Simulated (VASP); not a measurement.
A run of VASP 6.6.1 is set up as follows.

File INCAR:

```
PREC = Accurate ; ENCUT = 520
EDIFF = 1E-6 ; ISMEAR = -1
SIGMA = 0.1 ; LREAL = F
LASPH = T ; NELM = 150
ALGO = Normal ; ISIF = 2
LWAVE = F ; LCHARG = F
LNONCOLLINEAR = T ; MAGMOM = -0.255 -0.135 0.456
LORBIT = 11 ; LSORBIT = T
GGA_COMPAT = F ; LORBMOM = T
GGA = PS ; IVDW = 13
NBANDS = 14
```

File KPOINTS:

```
Automatic mesh
0
Gamma
  8 8 8
```

Contents of POSCAR:

```
Al
1.0
    0.0000000000      1.9834708509      1.9834708509
    1.9834708509      0.0000000000      1.9834708509
    1.9834708509      1.9834708509      0.0000000000
Al
1
Direct
    0.0000000000      0.0000000000      0.0000000000
```

Potentials or basis: VASP PAW PBE potentials, release 64 (Al).

The run is started by

```console
$ cat potpaw_PBE.64/Al/POTCAR > POTCAR
$ mpirun -np 1 vasp_ncl > vasp.out
```

Problem. Predict the pressure.

Solution. 1.5 GPa.

Problem. Estimate the dispersion energy per atom.

Solution. -0.211 eV.

Moments on the atoms (μB; x, y, z):
```
Al  0.00 0.00 0.00
```

Caveat: the PAW data sets were made with another functional, which shifts forces and pressure a little.
